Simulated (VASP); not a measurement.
The system is MoS2.

```
Mo S
1.0
     3.12617    0.00000    0.00000
    -1.56309    2.70734    0.00000
     0.00000    0.00000   12.15744
Mo S
2 4
Direct
  0.66667 0.33333 0.75000
  0.33333 0.66667 0.25000
  0.66667 0.33333 0.37700
  0.33333 0.66667 0.87700
  0.66667 0.33333 0.12300
  0.33333 0.66667 0.62300
```

Base run:

| Property | Result |
| --- | --- |
| Program | VASP 6.6.1 |
| Functional | PBE |
| Potentials or basis | VASP PAW PBE potentials, release 64 (Mo_sv, S) |
| Cutoff | 520 eV |
| k mesh | 10 × 10 × 3 |
| Occupations | fermi-dirac, width 0.05 eV |
| Spin | no spin polarisation |

Its results: band gap on the k mesh 0.90 eV, indirect (least direct gap 1.98 eV); pressure 8.6 GPa; largest force 0.604 eV/Å.

Q: The run is repeated on the same cell with these changes: functional from PBE to PBEsol. What comes out?

A: Band gap on the k mesh 0.86 eV, indirect (least direct gap 1.98 eV); pressure 3.4 GPa; largest force 0.369 eV/Å.

PBEsol binds more tightly than PBE, so the same cell stands under less pressure.

Caveats: this functional lacks dispersion, which binds the layers, so the pressure and a relaxed spacing across them are unreliable; the PAW data sets were made with another functional, which shifts forces and pressure a little (some runs).

A k mesh can miss the band edges.
